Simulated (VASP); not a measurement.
# Ti3C2 (P6_3/mmc) in VASP: single point with r2SCAN

Aim: the single point of Ti3C2 with r2SCAN.

Program: VASP 6.6.1. These are calculated values, not measurements. Logs are shortened: lines on timing, memory, paths and dates and some standing lists are left out, and cuts for length are marked.

### 1 The cell of the first run

It takes space group P6_3/mmc (No. 194, hexagonal). The conventional cell has a = 3.064 Å, b = 3.064 Å, c = 15.119 Å, α = 90.00°, β = 90.00°, γ = 120.00°. Ti (site symmetry 3m) has 3 C at 2.06 Å within 2.7 Å. Within 3.1 Å of Ti (site symmetry -3m) lie 6 C at 2.19 Å and 12 Ti at 2.95 to 3.06 Å. Within 2.7 Å of C (site symmetry 3m) lie 6 Ti at 2.06 to 2.19 Å.

### 2 Single point, r2SCAN

File POSCAR:

```
Ti3C2
1.0
    3.0640472894      0.0000000000      0.0000000000
   -1.5320236447      2.6535427910      0.0000000000
    0.0000000000      0.0000000000     15.1185180878
Ti C
6 4
Direct
    0.3333333333      0.6666666667      0.8441961019
    0.6666666667      0.3333333333      0.3441961019
    0.6666666667      0.3333333333      0.1558038981
    0.3333333333      0.6666666667      0.6558038981
    0.0000000000      0.0000000000      0.0000000000
    0.0000000000      0.0000000000      0.5000000000
    0.6666666667      0.3333333333      0.9141626280
    0.3333333333      0.6666666667      0.4141626280
    0.6666666667      0.3333333333      0.5858373720
    0.3333333333      0.6666666667      0.0858373720
```

File INCAR.step1:

```
SYSTEM = Ti3C2
PREC = Accurate
ENCUT = 520
ISMEAR = 0
SIGMA = 0.1
LREAL = .FALSE.
LASPH = .TRUE.
NELM = 60
NBANDS = 55
GGA = PE
ALGO = Normal
EDIFF = 1E-4
LWAVE = .TRUE.
LCHARG = .FALSE.
```

File INCAR.step2:

```
SYSTEM = Ti3C2
PREC = Accurate
ENCUT = 520
EDIFF = 1E-6
ISMEAR = 0
SIGMA = 0.1
LREAL = .FALSE.
LASPH = .TRUE.
NELM = 60
ALGO = Normal
ISIF = 2
LWAVE = .FALSE.
LCHARG = .FALSE.
METAGGA = R2SCAN
LMIXTAU = .TRUE.
NBANDS = 55
ISTART = 1
```

File KPOINTS:

```
Automatic mesh
0
G
  12 12 4
  0 0 0
```

Potentials or basis: VASP PAW PBE potentials, release 64 (Ti_sv, C).

Started as:

```bash
$ cat potpaw_PBE.64/Ti_sv/POTCAR potpaw_PBE.64/C/POTCAR > POTCAR
$ cp INCAR.step1 INCAR
$ mpirun -np 1 vasp_std > vasp.out
$ cp INCAR.step2 INCAR
$ mpirun -np 1 vasp_std > vasp.out
```

OUTCAR:

```text
SYSTEM = Ti3C2
   PREC = Accurate
   ENCUT = 520
   EDIFF = 1E-6
   ISMEAR = 0
   LREAL = .FALSE.
   LASPH = .TRUE.
   NELM = 60
   ISIF = 2
   METAGGA = R2SCAN
   ISTART = 1

 ion  position               nearest neighbor table
   1  0.333  0.667  0.844-   7 2.06   7 2.06   7 2.06   4 2.85
   2  0.667  0.333  0.344-   8 2.06   8 2.06   8 2.06   3 2.85
   3  0.667  0.333  0.156-  10 2.06  10 2.06  10 2.06   2 2.85
   4  0.333  0.667  0.656-   9 2.06   9 2.06   9 2.06   1 2.85
   5  0.000  0.000  0.000-   7 2.19  10 2.19  10 2.19   7 2.19   7 2.19  10 2.19
   6  0.000  0.000  0.500-   8 2.19   9 2.19   8 2.19   9 2.19   9 2.19   8 2.19
   7  0.667  0.333  0.914-   1 2.06   1 2.06   1 2.06   5 2.19   5 2.19   5 2.19
   8  0.333  0.667  0.414-   2 2.06   2 2.06   2 2.06   6 2.19   6 2.19   6 2.19
   9  0.667  0.333  0.586-   4 2.06   4 2.06   4 2.06   6 2.19   6 2.19   6 2.19
  10  0.333  0.667  0.086-   3 2.06   3 2.06   3 2.06   5 2.19   5 2.19   5 2.19

  LATTYP: Found a hexagonal cell.
 ALAT       =     3.0640472894
 C/A-ratio  =     4.9341660424

  Lattice vectors:

 A1 = (   3.0640472894,   0.0000000000,   0.0000000000)
 A2 = (  -1.5320236447,   2.6535427910,   0.0000000000)
 A3 = (   0.0000000000,   0.0000000000,  15.1185180878)

Analysis of symmetry for initial positions (statically):
=====================================================================
 Subroutine PRICEL returns:
 Original cell was already a primitive cell.

 Routine SETGRP: Setting up the symmetry group for a
 hexagonal supercell.

 Subroutine GETGRP returns: Found 24 space group operations
 (whereof 12 operations were pure point group operations)
 out of a pool of 24 trial point group operations.

The static configuration has the point symmetry D_3d.
 The point group associated with its full space group is D_6h.

Analysis of symmetry for dynamics (positions and initial velocities):
=====================================================================
 Subroutine PRICEL returns:
 Original cell was already a primitive cell.

 Routine SETGRP: Setting up the symmetry group for a
 hexagonal supercell.

 Subroutine GETGRP returns: Found 24 space group operations
 (whereof 12 operations were pure point group operations)
 out of a pool of 24 trial point group operations.

The dynamic configuration has the point symmetry D_3d.
 The point group associated with its full space group is D_6h.

 Subroutine INISYM returns: Found 24 space group operations
 (whereof 12 operations are pure point group operations),
 and found     1 'primitive' translations

----------------------------------------------------------------------------------------

                                     Primitive cell

  volume of cell :     122.9223

  direct lattice vectors                    reciprocal lattice vectors
     3.064047289  0.000000000  0.000000000     0.326365720  0.188427336  0.000000000
    -1.532023645  2.653542791  0.000000000     0.000000000  0.376854673  0.000000000
     0.000000000  0.000000000 15.118518088     0.000000000  0.000000000  0.066144049

  length of vectors
     3.064047289  3.064047289 15.118518088     0.376854673  0.376854673  0.066144049

  position of ions in fractional coordinates (direct lattice)
     0.333333333  0.666666667  0.844196102
     0.666666667  0.333333333  0.344196102
     0.666666667  0.333333333  0.155803898
     0.333333333  0.666666667  0.655803898
     0.000000000  0.000000000  0.000000000
     0.000000000  0.000000000  0.500000000
     0.666666667  0.333333333  0.914162628
     0.333333333  0.666666667  0.414162628
     0.666666667  0.333333333  0.585837372
     0.333333333  0.666666667  0.085837372

  ion indices of the primitive-cell ions
   primitive index   ion index
                 1           1
                 2           2
                 3           3
                 4           4
                 5           5
                 6           6
                 7           7
                 8           8
                 9           9
                10          10

----------------------------------------------------------------------------------------

 KPOINTS: Automatic mesh

Automatic generation of k-mesh.
 Grid dimensions read from file:
 generate k-points for:   12   12    4

 Generating k-lattice:

  Cartesian coordinates                     Fractional coordinates (reciprocal lattice)
     0.027197143  0.015702278  0.000000000     0.083333333 -0.000000000  0.000000000
     0.000000000  0.031404556  0.000000000     0.000000000  0.083333333  0.000000000
     0.000000000  0.000000000  0.016536012     0.000000000  0.000000000  0.250000000

  Length of vectors
     0.031404556  0.031404556  0.016536012

  Shift w.r.t. Gamma in fractional coordinates (k-lattice)
     0.000000000  0.000000000  0.000000000

 Subroutine IBZKPT returns following result:
 ===========================================

 Found     57 irreducible k-points:

 Following reciprocal coordinates:
            Coordinates               Weight
  0.000000  0.000000  0.000000      1.000000
  0.083333 -0.000000  0.000000      6.000000
  0.166667 -0.000000  0.000000      6.000000
  0.250000 -0.000000  0.000000      6.000000
  0.333333 -0.000000  0.000000      6.000000
  0.416667 -0.000000  0.000000      6.000000
[... 16 lines left out ...]
  0.250000 -0.000000  0.250000     12.000000
  0.333333 -0.000000  0.250000     12.000000
 [... further k-points ...]
   k-points           NKPTS =     57   k-points in BZ     NKDIM =     57   number of bands    NBANDS=     55
   number of dos      NEDOS =    301   number of ions     NIONS =     10
   total plane-waves  NPLWV =  64512
   dimension x,y,z NGX =    24 NGY =   24 NGZ =  112
   dimension x,y,z NGXF=    48 NGYF=   48 NGZF=  224
   ions per type =               6   4
   NGX,Y,Z   is equivalent  to a cutoff of  13.02, 13.02, 12.32 a.u.
   NGXF,Y,Z  is equivalent  to a cutoff of  26.04, 26.04, 24.63 a.u.
 SYSTEM =  Ti3C2
   PREC   = accura    normal or accurate (medium, high low for compatibility)
   ISTART =      1    job   : 0-new  1-cont  2-samecut
   ICHARG =      0    charge: 1-file 2-atom 10-const
   ISPIN  =      1    spin polarized calculation?
   LNONCOLLINEAR =      F non collinear calculations
   LSORBIT =      F    spin-orbit coupling
   LASPH  =      T    aspherical Exc in radial PAW
   ENCUT  =  520.0 eV  38.22 Ry    6.18 a.u.   5.70  5.70 28.11*2*pi/ulx,y,z
   NELM   =     60;   NELMIN=  2; NELMDL=  0     # of ELM steps
   EDIFF  = 0.1E-05   stopping-criterion for ELM
   LREAL  =      F    real-space projection
   EDIFFG = 0.1E-04   stopping-criterion for IOM
   NSW    =      0    number of steps for IOM
   IBRION =     -1    ionic relax: 0-MD 1-quasi-New 2-CG
   NFREE  =      0    steps in history (QN), initial steepest desc. (CG)
   ISIF   =      2    stress and relaxation
   ISYM   =      2    0-nonsym 1-usesym 2-fastsym
   POTIM  = 0.5000    time-step for ionic-motion
   TEBEG  =    0.0;   TEEND  =   0.0 temperature during run
   PSTRESS=    0.0 pullay stress
   NELECT =      88.0000    total number of electrons
   NUPDOWN=      -1.0000    fix difference up-down
   EMIN   =  10.00;   EMAX   =-10.00  energy-range for DOS
   EFERMI =   0.00;   METHOD = LEGACY
   ISMEAR =     0;   SIGMA  =   0.10  broadening in eV -4-tet -1-fermi 0-gaus
   EFERMI_NEDOS =   21; number of points for ismear=-14 and -15
   IALGO  =     38    algorithm
   IMIX   =      4    mixing-type and parameters
     AMIX     =   0.40;   BMIX     =  1.00
     AMIX_MAG =   1.60;   BMIX_MAG =  1.00
  volume/ion in A,a.u.               =      12.29        82.95
  Fermi-wavevector in a.u.,A,eV,Ry     =   1.464509  2.767521 29.181605  2.144787
  Thomas-Fermi vector in A             =   2.580477
   LORBIT       =      0    0 simple, 1 ext, 2 COOP (PROOUT), +10 PAW based schemes
   METAGGA = R2SCAN    functional components
   LHFCALC =     F    Hartree Fock is set to
   AEXX    =    0.0000 exact exchange contribution
   IVDW    =     0    specifies the selected vdW correction
   LEPSILON=     F    determine dielectric tensor
   LRPA    =     F    only Hartree local field effects (RPA)
 non-spin polarized calculation
 Gauss-broadening in eV      SIGMA  =   0.10
  energy-cutoff  :      520.00
  volume of cell :      122.92
 maximum number of plane-waves:      3333
 NGX is ok and might be reduce to    24
   NGX = 11   NGY = 11   NGZ = 57

 number of electron      87.9999997 magnetization

 Free energy of the ion-electron system (eV)
  ---------------------------------------------------
  ext. energy  EPLUGINS =         0.00000000
  ---------------------------------------------------
  free energy    TOTEN  =      -125.65261363 eV

  energy without entropy =     -125.64084134  energy(sigma->0) =     -125.64672749

 E-fermi :   8.8596     XC(G=0): -12.7961

 val. band max:        8.8484911068   @ k =   0.0833   0.0833   0.5000
 cond. band min:       8.8667788437   @ k =   0.2500   0.2500   0.0000
 fundamental gap:      0.0182877369
 Fermi energy:         8.8596169970

 k-point     1 :       0.0000    0.0000    0.0000
  band No.  band energies     occupation
      1     -50.5995      2.00000
      2     -50.5895      2.00000
      3     -50.5749      2.00000
      4     -50.5632      2.00000
      5     -50.4129      2.00000
      6     -50.4112      2.00000
[... 47 lines left out ...]
     54      10.4351      0.00000
     55      10.6804      0.00000

 k-point     2 :       0.0833   -0.0000    0.0000
  band No.  band energies     occupation
      1     -50.5956      2.00000
      2     -50.5862      2.00000
      3     -50.5709      2.00000
      4     -50.5599      2.00000
      5     -50.4102      2.00000
      6     -50.4086      2.00000
[... 47 lines left out ...]
     54      10.3738      0.00000
     55      10.7455      0.00000

 k-point     3 :       0.1667   -0.0000    0.0000
  band No.  band energies     occupation
      1     -50.5850      2.00000
      2     -50.5771      2.00000
      3     -50.5602      2.00000
      4     -50.5509      2.00000
      5     -50.4027      2.00000
      6     -50.4014      2.00000
[... 1152 lines left out ...]
 k-point    23 :       0.2500   -0.0000    0.2500
  band No.  band energies     occupation
      1     -50.5696      2.00000
      2     -50.5657      2.00000
      3     -50.5443      2.00000
      4     -50.5396      2.00000
      5     -50.3924      2.00000
      6     -50.3917      2.00000
[... 47 lines left out ...]
     54      10.7172      0.00000
     55      10.8014      0.00000

 k-point    24 :       0.3333   -0.0000    0.2500
  band No.  band energies     occupation
      1     -50.5551      2.00000
      2     -50.5527      2.00000
      3     -50.5299      2.00000
      4     -50.5270      2.00000
      5     -50.3824      2.00000
      6     -50.3819      2.00000
[... 47 lines left out ...]
     54      11.0848      0.00000
     55      11.2286      0.00000

 [... further k-points ...]
[... 5 lines left out ...]
  --------------------------------------------------------------------------------------
  -------------------------------------------------------------------------------------
  Total        0.6356520      0.6356520      0.5833831      0.0000000      0.0000000      0.0000000
  in kB        8.2851279      8.2851279      7.6038512      0.0000000      0.0000000      0.0000000
  external PRESSURE =       8.0580357 kB  Pullay stress =       0.0000000 kB

 VOLUME and BASIS-vectors are now :
 -----------------------------------------------------------------------------
  energy-cutoff  :      520.00
  volume of cell :      122.92
      direct lattice vectors                 reciprocal lattice vectors
     3.064047289  0.000000000  0.000000000     0.326365720  0.188427336  0.000000000
    -1.532023645  2.653542791  0.000000000     0.000000000  0.376854673  0.000000000
     0.000000000  0.000000000 15.118518088     0.000000000  0.000000000  0.066144049

 POSITION                                       TOTAL-FORCE (eV/Angst)
 -----------------------------------------------------------------------------------
     -0.00000      1.76903     12.76299         0.000000     -0.000000     -0.100689
      1.53202      0.88451      5.20373        -0.000000      0.000000     -0.100689
      1.53202      0.88451      2.35552         0.000000      0.000000      0.100689
     -0.00000      1.76903      9.91478         0.000000     -0.000000      0.100689
      0.00000      0.00000      0.00000        -0.000000     -0.000000      0.000000
      0.00000      0.00000      7.55926         0.000000     -0.000000      0.000000
      1.53202      0.88451     13.82078        -0.000000     -0.000000      0.031452
     -0.00000      1.76903      6.26153         0.000000     -0.000000      0.031452
      1.53202      0.88451      8.85699        -0.000000      0.000000     -0.031452
     -0.00000      1.76903      1.29773         0.000000     -0.000000     -0.031452
 -----------------------------------------------------------------------------------
    total drift:                                0.000000     -0.000000      0.000000

  FREE ENERGIE OF THE ION-ELECTRON SYSTEM (eV)
  ---------------------------------------------------
  free  energy   TOTEN  =      -125.6526136269 eV

  energy  without entropy=     -125.6408413432  energy(sigma->0) =     -125.64672749
```

Run time: 42 min. Hardware: 1 thread of Intel Xeon 8259CL, shared host; peak memory 0.45 GiB.

Results:

```yaml
Free_energy: -125.6526 eV
Pressure: 0.8 GPa
Largest_force: 0.101 eV/Å
Band_gap_on_the_k_mesh: zero (bands 44 and 45 overlap by 0.75 eV)
```

Forces on the atoms (eV/Å):
```
Ti   0.000  0.000 -0.101
Ti   0.000  0.000 -0.101
Ti   0.000  0.000  0.101
Ti   0.000  0.000  0.101
Ti   0.000  0.000  0.000
Ti   0.000  0.000  0.000
C    0.000  0.000  0.031
C    0.000  0.000  0.031
C    0.000  0.000 -0.031
C    0.000  0.000 -0.031
```

Levels at points of the mesh, in eV from the Fermi level:
| k point | band 41 | band 42 | band 43 | band 44 | band 45 | band 46 | band 47 | band 48 |
| --- | --- | --- | --- | --- | --- | --- | --- | --- |
| (0.00, 0.00, 0.00) | -2.07 | -1.88 | 0.28 | 0.41 | 0.41 | 0.55 | 0.55 | 0.55 |
| (0.50, 0.00, 0.00) | -1.98 | -1.74 | -1.40 | -1.38 | 0.33 | 0.59 | 1.85 | 2.03 |
| (0.00, 0.00, 0.50) | -2.07 | -2.07 | 0.41 | 0.41 | 0.47 | 0.47 | 0.47 | 0.47 |
| (0.50, 0.00, 0.50) | -1.86 | -1.86 | -1.38 | -1.38 | 0.46 | 0.46 | 1.98 | 1.98 |

Caveat: the PAW data sets were made with another functional, which shifts forces and pressure a little.
